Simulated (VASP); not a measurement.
A run of VASP 6.6.1 is set up as follows.

The input INCAR:

```
SYSTEM = GaN
ALGO     = Normal         ! electronic algorithm
EDIFF    = 1E-6           ! SCF threshold, eV
ENCUT    = 520            ! plane-wave cutoff, eV
GGA      = PE             ! functional
ISIF     = 2              ! what is computed and relaxed
ISMEAR   = 0              ! smearing method
LASPH    = .True.         ! aspherical terms in the spheres
LCHARG   = .False.        ! write CHGCAR
LREAL    = .False.        ! projectors in reciprocal space
LWAVE    = .False.        ! write WAVECAR
NBANDS   = 26             ! bands
NELM     = 60             ! most SCF steps
PREC     = Accurate       ! precision mode
SIGMA    = 0.05           ! smearing width, eV
```

KPOINTS

```
k-points
0
Gamma
  12 12 6
  0 0 0
```

File POSCAR:

```
GaN
1.0
    2.9891996809      0.0000000000      0.0000000000
   -1.4945998405      2.7539604900      0.0000000000
    0.0000000000      0.0000000000      5.1660000000
Ga N
2 2
Direct
    0.3333333333      0.6666666667      0.0000000000
    0.6666666667      0.3333333333      0.5000000000
    0.3333333333      0.6666666667      0.3750000000
    0.6666666667      0.3333333333      0.8750000000
```

Potentials or basis: VASP PAW PBE potentials, release 64 (Ga_d, N).

Run with:

```sh
$ cat potpaw_PBE.64/Ga_d/POTCAR potpaw_PBE.64/N/POTCAR > POTCAR
$ mpirun -np 1 vasp_std > vasp.out
```

Question: Estimate the pressure.

Answer: 22.2 GPa.

Question: Estimate the band gap on the k mesh.

Answer: 2.07 eV.

Question: What does it give for the largest force?

Answer: 0.859 eV/Å.

Forces on the atoms (eV/Å):
```
Ga   0.000  0.708  0.346
Ga   0.000 -0.708  0.346
N    0.000  0.786 -0.346
N    0.000 -0.786 -0.346
```

Caveat: the cell differs from its parent crystal (strain -0.0600 x Voigt [1, 0, 0, 0, 0, 0]); the cell stands under pressure.
